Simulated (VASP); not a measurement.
**GaP: single point with PBE**

GaP:

```xyz
4
Lattice="2.7526 2.7526 0.0000 -2.7526 2.7526 0.0000 0.0000 0.0000 5.5051" Properties=species:S:1:pos:R:3 pbc="T T T"
Ga    0.0000    0.0000    0.0000
Ga    0.0000    2.7526    2.7526
P     1.3763    1.3763    4.1288
P    -1.3763    1.3763    1.3763
```

```
Program                : VASP 6.6.1
Task                   : single point
Functional             : PBE
Potentials or basis    : VASP PAW PBE potentials, release 64 (Ga_d, P)
Cutoff                 : 520 eV
k mesh                 : 8 × 8 × 6
Occupations            : gaussian, width 0.02 eV
Spin                   : no spin polarisation
Dipole correction      : no
Further INCAR settings : ALGO = Normal; EDIFF = 1e-06; NBANDS = 26
```

The pressure is 0.0 GPa and the band gap on the k mesh is 1.58 eV.

Levels at points of the mesh, in eV from the valence-band top:
| k point | band 15 | band 16 | band 17 | band 18 | band 19 | band 20 | band 21 | band 22 |
| --- | --- | --- | --- | --- | --- | --- | --- | --- |
| (0.00, 0.00, 0.00) | -2.58 | 0.00 | 0.00 | 0.00 | 1.58 | 1.72 | 1.85 | 3.90 |
| (0.50, 0.00, 0.00) | -3.26 | -3.26 | -1.15 | -1.15 | 3.11 | 3.11 | 5.63 | 5.63 |
| (0.50, 0.50, 0.00) | -2.58 | -2.58 | -2.58 | -2.58 | 1.72 | 1.72 | 1.85 | 1.85 |
| (0.00, 0.00, 0.50) | -1.61 | -1.61 | -1.61 | -1.61 | 2.21 | 2.21 | 3.65 | 3.65 |
| (0.50, 0.00, 0.50) | -1.07 | -1.07 | -1.07 | -1.07 | 1.58 | 1.58 | 4.73 | 4.73 |
| (0.50, 0.50, 0.50) | -3.43 | -3.43 | -3.28 | -3.28 | 4.70 | 4.70 | 4.73 | 4.73 |

Run time: 67 s on 1 thread of Intel Xeon 6975P-C (shared host), peak memory 0.25 GiB.

A k mesh can miss the band edges. Expect the measured gap to be larger: semilocal functionals such as PBE lack the derivative discontinuity.
